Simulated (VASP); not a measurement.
A run of VASP 6.6.1:

File INCAR:

```
SYSTEM = HgTe
PREC = Accurate
ENCUT = 600
EDIFF = 1E-6
ISMEAR = 0
SIGMA = 0.1
LREAL = .FALSE.
LASPH = .TRUE.
NELM = 80
ALGO = Normal
ISIF = 3
LWAVE = .FALSE.
LCHARG = .FALSE.
GGA = PE
IBRION = 2
NSW = 90
EDIFFG = -0.04
```

KPOINTS

```
regular mesh
0
G
  4 4 4
  0 0 0
```

The input POSCAR:

```
HgTe
1.0
    6.3600001300      0.0000000000      0.0000000000
    0.0000000000      6.3600001300      0.0000000000
    0.0000000000      0.0000000000      6.3600001300
Hg Te
4 4
Direct
    0.2109653100      0.7890346900      0.2109653100
    0.7890346900      0.2109653100      0.2109653100
    0.7890346900      0.7890346900      0.7890346900
    0.2109653100      0.2109653100      0.7890346900
    0.7757611400      0.2242388600      0.7757611400
    0.2242388600      0.7757611400      0.7757611400
    0.2242388600      0.2242388600      0.2242388600
    0.7757611400      0.7757611400      0.2242388600
```

Potentials or basis: VASP PAW PBE potentials, release 64 (Hg, Te).

The run is started by

```console
$ cat potpaw_PBE.64/Hg/POTCAR potpaw_PBE.64/Te/POTCAR > POTCAR
$ mpirun -np 1 vasp_std > vasp.out
```

Hardware: 1 thread of Intel(R) Xeon(R) 6975P-C (Granite Rapids), with other jobs on the host.

Q: Estimate the wall time of this run.

A: It took 19 min on 1 thread of Intel(R) Xeon(R) 6975P-C (Granite Rapids) (shared host), peak memory 0.5 GiB. Counts: scf iterations 212, k points 10, ion steps 24.
